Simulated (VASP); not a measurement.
Set up this calculation in VASP 6.6.1, as the native input.

```
Task                   : relaxation of cell and atoms
Functional             : PBEsol
Potentials or basis    : VASP PAW PBE potentials, release 64 (Cu)
Cutoff                 : 600 eV
k mesh                 : 11 × 11 × 11
Occupations            : fermi-dirac, width 0.1 eV
Spin                   : no spin polarisation
Dipole correction      : no
Further INCAR settings : ALGO = Normal; EDIFF = 1e-07; IBRION = 2; EDIFFG = -0.01; NSW = 80; ISIF = 3
```

The structure of Cu lies in POSCAR:

```
Cu
1.0
    0.0000000000      2.5168736955      2.5168736955
    2.5168736955      0.0000000000      2.5168736955
    2.5168736955      2.5168736955      0.0000000000
Cu
2
Direct
    0.1250000000      0.1250000000      0.1250000000
    0.8750000000      0.8750000000      0.8750000000
```

This isn't the form of Cu at room conditions, which is fcc.

These files were run (other wordings do the same):

INCAR

```
SYSTEM = Cu
ALGO     = Normal         ! electronic algorithm
EDIFF    = 1E-7           ! SCF threshold, eV
EDIFFG   = -0.01          ! ionic threshold
ENCUT    = 600            ! plane-wave cutoff, eV
GGA      = PS             ! functional
IBRION   = 2              ! ionic algorithm
ISIF     = 3              ! what is computed and relaxed
ISMEAR   = -1             ! smearing method
LASPH    = .True.         ! aspherical terms in the spheres
LCHARG   = .False.        ! write CHGCAR
LREAL    = .False.        ! projectors in reciprocal space
LWAVE    = .False.        ! write WAVECAR
NELM     = 80             ! most SCF steps
NSW      = 80             ! ionic steps
PREC     = Accurate       ! precision mode
SIGMA    = 0.1            ! smearing width, eV
```

KPOINTS

```
k-points
0
Gamma
  11 11 11
  0 0 0
```

Potentials or basis: VASP PAW PBE potentials, release 64 (Cu).

Launch:

```console
$ cat potpaw_PBE.64/Cu/POTCAR > POTCAR
$ mpirun -np 1 vasp_std > vasp.out
```

It gave:

```yaml
Relaxed_volume: 17.99 Å³/atom
Relaxed_cell: a = 3.706 Å, b = 3.706 Å, c = 3.706 Å, α = 60.00°, β = 60.00°, γ = 60.00°
Space_group_after_relaxing_to_0.1_Å: Fd-3m (No. 227)
Energy_gained_by_relaxing: 62.5 meV/atom
Ionic_steps: 3
Pressure_after_relaxing: 0.1 GPa
Band_gap_on_the_k_mesh: zero (bands 11 and 12 overlap by 0.72 eV)
```

Caveat: the PAW data sets were made with another functional, which shifts forces and pressure a little.

Run time: 2.7 min on 1 thread of AMD EPYC 7R13, with other jobs on the host, peak memory 0.14 GiB.
